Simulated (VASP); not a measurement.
# Zn (P6_3/mmc) in VASP: a series of runs

The runs below take Zn through single point, with r2SCAN.

Program: VASP 6.6.1. These are calculated values, not measurements. Logs are shortened: lines on timing, memory, paths and dates and some standing lists are left out, and cuts for length are marked.

## Step 1: The cell of the first run

Symmetry: P6_3/mmc, No. 194, hexagonal system. The conventional cell has a = 2.509 Å, b = 2.509 Å, c = 4.637 Å, α = 90.00°, β = 90.00°, γ = 120.00°. Zn (site symmetry -6m2) has 12 Zn at 2.51 to 2.73 Å within 3.3 Å.

## Step 2: Single point, r2SCAN (12.64 Å³/atom)

The input, POSCAR:

```
Zn
1.0
    2.5094831743      0.0000000000      0.0000000000
   -1.2547415871      2.1732761793      0.0000000000
    0.0000000000      0.0000000000      4.6370386233
Zn
2
Direct
    0.3333333333      0.6666666667      0.2500000000
    0.6666666667      0.3333333333      0.7500000000
```

The input, INCAR.step1:

```
SYSTEM = Zn
  PREC = Accurate
  ENCUT = 520
  ISMEAR = -1
  SIGMA = 0.1
  LREAL = .FALSE.
  LASPH = .TRUE.
  NELM = 80
  NBANDS = 19
  GGA = PE
  ALGO = Normal
  EDIFF = 1E-4
  LWAVE = .TRUE.
  LCHARG = .FALSE.
```

The input, INCAR.step2:

```
SYSTEM = Zn
  PREC = Accurate
  ENCUT = 520
  EDIFF = 1E-6
  ISMEAR = -1
  SIGMA = 0.1
  LREAL = .FALSE.
  LASPH = .TRUE.
  NELM = 80
  ALGO = Normal
  ISIF = 2
  LWAVE = .FALSE.
  LCHARG = .FALSE.
  METAGGA = R2SCAN
  LMIXTAU = .TRUE.
  NBANDS = 19
  ISTART = 1
```

The input, KPOINTS:

```
regular mesh
0
G
  23 23 11
  0 0 0
```

Potentials or basis: VASP PAW PBE potentials, release 64 (Zn).

Run with:

```
> cat potpaw_PBE.64/Zn/POTCAR > POTCAR
> cp INCAR.step1 INCAR
> mpirun -np 1 vasp_std > vasp.out
> cp INCAR.step2 INCAR
> mpirun -np 1 vasp_std > vasp.out
```

OUTCAR:

```text
SYSTEM = Zn
   PREC = Accurate
   ENCUT = 520
   EDIFF = 1E-6
   ISMEAR = -1
   LREAL = .FALSE.
   LASPH = .TRUE.
   NELM = 80
   ISIF = 2
   METAGGA = R2SCAN
   ISTART = 1

 ion  position               nearest neighbor table
   1  0.333  0.667  0.250-   2 2.73   2 2.73   2 2.73   2 2.73   2 2.73   2 2.73
   2  0.667  0.333  0.750-   1 2.73   1 2.73   1 2.73   1 2.73   1 2.73   1 2.73

  LATTYP: Found a hexagonal cell.
 ALAT       =     2.5094831743
 C/A-ratio  =     1.8478062219

  Lattice vectors:

 A1 = (   2.5094831743,   0.0000000000,   0.0000000000)
 A2 = (  -1.2547415871,   2.1732761793,   0.0000000000)
 A3 = (   0.0000000000,   0.0000000000,   4.6370386233)

Analysis of symmetry for initial positions (statically):
=====================================================================
 Subroutine PRICEL returns:
 Original cell was already a primitive cell.

 Routine SETGRP: Setting up the symmetry group for a
 hexagonal supercell.

 Subroutine GETGRP returns: Found 24 space group operations
 (whereof 12 operations were pure point group operations)
 out of a pool of 24 trial point group operations.

The static configuration has the point symmetry D_3d.
 The point group associated with its full space group is D_6h.

Analysis of symmetry for dynamics (positions and initial velocities):
=====================================================================
 Subroutine PRICEL returns:
 Original cell was already a primitive cell.

 Routine SETGRP: Setting up the symmetry group for a
 hexagonal supercell.

 Subroutine GETGRP returns: Found 24 space group operations
 (whereof 12 operations were pure point group operations)
 out of a pool of 24 trial point group operations.

The dynamic configuration has the point symmetry D_3d.
 The point group associated with its full space group is D_6h.

 Subroutine INISYM returns: Found 24 space group operations
 (whereof 12 operations are pure point group operations),
 and found     1 'primitive' translations

----------------------------------------------------------------------------------------

                                     Primitive cell

  volume of cell :      25.2895

  direct lattice vectors                    reciprocal lattice vectors
     2.509483174  0.000000000  0.000000000     0.398488426  0.230067400  0.000000000
    -1.254741587  2.173276179  0.000000000     0.000000000  0.460134800  0.000000000
[... 83 lines left out ...]
   ENCUT  =  520.0 eV  38.22 Ry    6.18 a.u.   4.67  4.67  8.62*2*pi/ulx,y,z
   NELM   =     80;   NELMIN=  2; NELMDL=  0     # of ELM steps
   EDIFF  = 0.1E-05   stopping-criterion for ELM
   LREAL  =      F    real-space projection
   EDIFFG = 0.1E-04   stopping-criterion for IOM
   NSW    =      0    number of steps for IOM
   IBRION =     -1    ionic relax: 0-MD 1-quasi-New 2-CG
   NFREE  =      0    steps in history (QN), initial steepest desc. (CG)
   ISIF   =      2    stress and relaxation
   ISYM   =      2    0-nonsym 1-usesym 2-fastsym
   POTIM  = 0.5000    time-step for ionic-motion
   TEBEG  =    0.0;   TEEND  =   0.0 temperature during run
   PSTRESS=    0.0 pullay stress
   NELECT =      24.0000    total number of electrons
   NUPDOWN=      -1.0000    fix difference up-down
   EMIN   =  10.00;   EMAX   =-10.00  energy-range for DOS
   EFERMI =   0.00;   METHOD = LEGACY
   ISMEAR =    -1;   SIGMA  =   0.10  broadening in eV -4-tet -1-fermi 0-gaus
   EFERMI_NEDOS =   21; number of points for ismear=-14 and -15
   IALGO  =     38    algorithm
   IMIX   =      4    mixing-type and parameters
     AMIX     =   0.40;   BMIX     =  1.00
     AMIX_MAG =   1.60;   BMIX_MAG =  1.00
  volume/ion in A,a.u.               =      12.64        85.33
  Fermi-wavevector in a.u.,A,eV,Ry     =   1.608787  3.040167 35.214548  2.588196
  Thomas-Fermi vector in A             =   2.704601
   LORBIT       =      0    0 simple, 1 ext, 2 COOP (PROOUT), +10 PAW based schemes
   METAGGA = R2SCAN    functional components
   LHFCALC =     F    Hartree Fock is set to
   AEXX    =    0.0000 exact exchange contribution
   IVDW    =     0    specifies the selected vdW correction
   LEPSILON=     F    determine dielectric tensor
   LRPA    =     F    only Hartree local field effects (RPA)
 non-spin polarized calculation
  energy-cutoff  :      520.00
  volume of cell :       25.29
 maximum number of plane-waves:       695
 NGX is ok and might be reduce to    20
   NGX =  9   NGY =  9   NGZ = 17

 number of electron      23.9999986 magnetization

 Free energy of the ion-electron system (eV)
  ---------------------------------------------------
  ext. energy  EPLUGINS =         0.00000000
  ---------------------------------------------------
  free energy    TOTEN  =       -17.64054372 eV

  energy without entropy =      -17.62760538  energy(sigma->0) =      -17.63407455

 E-fermi :   4.4030     XC(G=0): -13.7971

 val. band max:        4.3936339211   @ k =   0.3478   0.3043   0.2727
 cond. band min:       4.4120845249   @ k =   0.3478   0.1304   0.0909
 fundamental gap:      0.0184506038
 Fermi energy:         4.4030079843

 k-point     1 :       0.0000    0.0000    0.0000
  band No.  band energies     occupation
      1      -8.0849      2.00000
      2      -5.5260      2.00000
      3      -4.4570      2.00000
      4      -4.1319      2.00000
      5      -4.1317      2.00000
      6      -4.0557      2.00000
[... 505 lines left out ...]
      6      -3.9136      2.00000
[... 11 lines left out ...]
     18      25.5854      0.00000
     19      25.9386      0.00000

 [... further k-points ...]

------------------------ aborting loop because EDIFF is reached ----------------------------------------

  FORCE on cell =-STRESS in cart. coord.  units (eV):
  Direction    XX          YY          ZZ          XY          YZ          ZX
  --------------------------------------------------------------------------------------
  -------------------------------------------------------------------------------------
  Total        3.0191523      3.0191523      1.8800960      0.0000000     -0.0000000      0.0000000
  in kB      191.2738878    191.2738878    119.1106736      0.0000000     -0.0000000      0.0000000
  external PRESSURE =     167.2194831 kB  Pullay stress =       0.0000000 kB

 VOLUME and BASIS-vectors are now :
 -----------------------------------------------------------------------------
  energy-cutoff  :      520.00
  volume of cell :       25.29
      direct lattice vectors                 reciprocal lattice vectors
     2.509483174  0.000000000  0.000000000     0.398488426  0.230067400  0.000000000
    -1.254741587  2.173276179  0.000000000     0.000000000  0.460134800  0.000000000
     0.000000000  0.000000000  4.637038623     0.000000000  0.000000000  0.215654878

 POSITION                                       TOTAL-FORCE (eV/Angst)
 -----------------------------------------------------------------------------------
     -0.00000      1.44885      1.15926         0.000000      0.000000      0.000000
      1.25474      0.72443      3.47778        -0.000000      0.000000      0.000000
 -----------------------------------------------------------------------------------
    total drift:                               -0.000000      0.000000      0.000000

  FREE ENERGIE OF THE ION-ELECTRON SYSTEM (eV)
  ---------------------------------------------------
  free  energy   TOTEN  =       -17.6405437186 eV

  energy  without entropy=      -17.6276053823  energy(sigma->0) =      -17.63407455
```

OUTCAR.step1:

```text
SYSTEM = Zn
   PREC = Accurate
   ENCUT = 520
   ISMEAR = -1
   LREAL = .FALSE.
   LASPH = .TRUE.
[... 752 lines left out ...]
     -0.00000      1.44885      1.15926        -0.000000      0.000000      0.000000
      1.25474      0.72443      3.47778         0.000000     -0.000000      0.000000
 -----------------------------------------------------------------------------------
    total drift:                               -0.000000      0.000000      0.000000

  FREE ENERGIE OF THE ION-ELECTRON SYSTEM (eV)
  ---------------------------------------------------
  free  energy   TOTEN  =        -1.9291390301 eV

  energy  without entropy=       -1.9158753651  energy(sigma->0) =       -1.92250720
```

Run time: 14 min. Hardware: 1 thread of Intel Xeon 8259CL, shared host; peak memory 0.25 GiB.

Results:

- Free energy: -17.6405 eV
- Pressure: 16.7 GPa
- Band gap on the k mesh: zero (bands 12 and 13 overlap by 4.68 eV)

Caveat: the cell stands under pressure; the PAW data sets were made with another functional, which shifts forces and pressure a little.

## Step 3: Single point, r2SCAN (13.22 Å³/atom)

This run uses another cell than the first one, of 13.22 Å³/atom.

The input, POSCAR:

```
Zn
1.0
    2.5469436698      0.0000000000      0.0000000000
   -1.2734718349      2.2057179201      0.0000000000
    0.0000000000      0.0000000000      4.7062583601
Zn
2
Direct
    0.3333333333      0.6666666667      0.2500000000
    0.6666666667      0.3333333333      0.7500000000
```

The input, INCAR.step1:

```
ALGO = Normal
EDIFF = 1E-4
ENCUT = 520
GGA = PE
ISMEAR = -1
LASPH = T
LCHARG = F
LREAL = F
LWAVE = T
NBANDS = 19
NELM = 60
PREC = Accurate
SIGMA = 0.1
```

The input, INCAR.step2:

```
ALGO = Normal
EDIFF = 1E-6
ENCUT = 520
ISIF = 2
ISMEAR = -1
ISTART = 1
LASPH = T
LCHARG = F
LMIXTAU = T
LREAL = F
LWAVE = F
METAGGA = R2SCAN
NBANDS = 19
NELM = 60
PREC = Accurate
SIGMA = 0.1
```

The input, KPOINTS:

```
k-points
0
Gamma
  23 23 11
```

Potentials or basis: VASP PAW PBE potentials, release 64 (Zn).

Run with:

```
> cat potpaw_PBE.64/Zn/POTCAR > POTCAR
> cp INCAR.step1 INCAR
> mpirun -np 1 vasp_std > vasp.out
> cp INCAR.step2 INCAR
> mpirun -np 1 vasp_std > vasp.out
```

It took 13 min on 1 thread of Intel Xeon 8259CL, shared host; peak memory 0.25 GiB.

The run converged. Its results:

| Quantity | Value |
| --- | --- |
| Free energy | -17.7346 eV |
| Pressure | 10.0 GPa |
| Band gap on the k mesh | zero (bands 12 and 13 overlap by 4.69 eV) |

Stress tensor (GPa, compression positive):
```
11.52  0.00  0.00
 0.00 11.52  0.00
 0.00  0.00  7.04
```

Levels at points of the mesh, in eV from the Fermi level:
| k point | band 9 | band 10 | band 11 | band 12 | band 13 | band 14 | band 15 | band 16 |
| --- | --- | --- | --- | --- | --- | --- | --- | --- |
| (0.00, 0.00, 0.00) | -7.90 | -7.62 | -7.62 | -4.55 | -2.91 | 15.93 | 19.59 | 20.34 |

Caveat: the cell stands under pressure; the PAW data sets were made with another functional, which shifts forces and pressure a little.

## Step 4: Single point, r2SCAN (13.79 Å³/atom)

This run uses another cell than the first one, of 13.79 Å³/atom.

The input, POSCAR:

```
Zn
1.0
    2.5833334958      0.0000000000      0.0000000000
   -1.2916667479      2.2372324338      0.0000000000
    0.0000000000      0.0000000000      4.7734997071
Zn
2
Direct
    0.3333333333      0.6666666667      0.2500000000
    0.6666666667      0.3333333333      0.7500000000
```

The input, INCAR.step1:

```
SYSTEM = Zn
PREC = Accurate
ENCUT = 520
ISMEAR = -1
SIGMA = 0.1
LREAL = .False.
LASPH = .True.
NELM = 80
NBANDS = 19
GGA = PE
ALGO = Normal
EDIFF = 1E-4
LWAVE = .True.
LCHARG = .False.
```

The input, INCAR.step2:

```
SYSTEM = Zn
PREC = Accurate
ENCUT = 520
EDIFF = 1E-7
ISMEAR = -1
SIGMA = 0.1
LREAL = .False.
LASPH = .True.
NELM = 80
ALGO = Normal
ISIF = 2
LWAVE = .False.
LCHARG = .False.
METAGGA = R2SCAN
LMIXTAU = .True.
NBANDS = 19
ISTART = 1
```

The input, KPOINTS:

```
regular mesh
0
Gamma
  23 23 11
  0 0 0
```

Run with:

```
> cat potpaw_PBE.64/Zn/POTCAR > POTCAR
> cp INCAR.step1 INCAR
> mpirun -np 1 vasp_std > vasp.out
> cp INCAR.step2 INCAR
> mpirun -np 1 vasp_std > vasp.out
```

It took 17 min on 1 thread of Intel Xeon 8259CL, shared host; peak memory 0.26 GiB.

Results (log left out):

```yaml
Free_energy: -17.7861 eV
Pressure: 4.8 GPa
Band_gap_on_the_k_mesh: zero (bands 12 and 13 overlap by 4.71 eV)
```

Stress tensor (GPa, compression positive):
```
5.48 0.00 0.00
0.00 5.48 0.00
0.00 0.00 3.43
```

Levels at points of the mesh, in eV from the Fermi level:
```csv
k point,band 10,band 11,band 12,band 13,band 14,band 15
"(0.00, 0.00, 0.00)",-7.55,-7.55,-4.31,-2.97,15.50,19.10
```

Caveat: the cell stands under pressure; the PAW data sets were made with another functional, which shifts forces and pressure a little.

## Step 5: Single point, r2SCAN

This run uses another cell than the first one, of 14.37 Å³/atom.

The input, POSCAR:

```
Zn
1.0
    2.6187260239      0.0000000000      0.0000000000
   -1.3093630120      2.2678832623      0.0000000000
    0.0000000000      0.0000000000      4.8388982407
Zn
2
Direct
    0.3333333333      0.6666666667      0.2500000000
    0.6666666667      0.3333333333      0.7500000000
```

The input, INCAR.step1:

```
  PREC = Accurate
  ENCUT = 520
  ISMEAR = -1
  SIGMA = 0.1
  LREAL = False
  LASPH = True
  NELM = 100
  NBANDS = 19
  GGA = PE
  ALGO = Normal
  EDIFF = 1E-4
  LWAVE = True
  LCHARG = False
```

The input, INCAR.step2:

```
  PREC = Accurate
  ENCUT = 520
  EDIFF = 1E-6
  ISMEAR = -1
  SIGMA = 0.1
  LREAL = False
  LASPH = True
  NELM = 100
  ALGO = Normal
  ISIF = 2
  LWAVE = False
  LCHARG = False
  METAGGA = R2SCAN
  LMIXTAU = True
  NBANDS = 19
  ISTART = 1
```

The input, KPOINTS:

```
Automatic mesh
0
Gamma
  23 23 11
```

Run with:

```
> cat potpaw_PBE.64/Zn/POTCAR > POTCAR
> cp INCAR.step1 INCAR
> mpirun -np 1 vasp_std > vasp.out
> cp INCAR.step2 INCAR
> mpirun -np 1 vasp_std > vasp.out
```

Run time: 13 min. Hardware: 1 thread of Intel Xeon 8259CL, shared host; peak memory 0.26 GiB.

It converged, with:

- Free energy: -17.8036 eV
- Pressure: 0.5 GPa
- Band gap on the k mesh: zero (bands 12 and 13 overlap by 4.72 eV)

Levels at points of the mesh, in eV from the Fermi level:
| k point | band 9 | band 10 | band 11 | band 12 | band 13 | band 14 | band 15 | band 16 |
| --- | --- | --- | --- | --- | --- | --- | --- | --- |
| (0.00, 0.00, 0.00) | -7.73 | -7.49 | -7.49 | -4.09 | -3.02 | 15.09 | 18.64 | 19.12 |

Caveat: the PAW data sets were made with another functional, which shifts forces and pressure a little.

## Step 6: The runs side by side

```csv
cell,gap on the mesh (eV),pressure (GPa)
"a = 2.509, b = 2.509, c = 4.637 Å, angles 90.0, 90.0, 120.0°, 2 atoms",none,16.7
"a = 2.547, b = 2.547, c = 4.706 Å, angles 90.0, 90.0, 120.0°, 2 atoms",none,10.0
"a = 2.583, b = 2.583, c = 4.773 Å, angles 90.0, 90.0, 120.0°, 2 atoms",none,4.8
"a = 2.619, b = 2.619, c = 4.839 Å, angles 90.0, 90.0, 120.0°, 2 atoms",none,0.5
```

Alike in all rows: task single point; level r2SCAN; potentials or basis VASP PAW PBE potentials, release 64 (Zn); no spin polarisation; k mesh 23 × 23 × 11; cutoff (eV) 520; smearing fermi-dirac 0.1 eV.

Caveats: the PAW data sets were made with another functional, which shifts forces and pressure a little; the cell stands under pressure (at least some runs).

Total energies depend on the potentials used, so only differences within one code and one set of settings carry meaning.
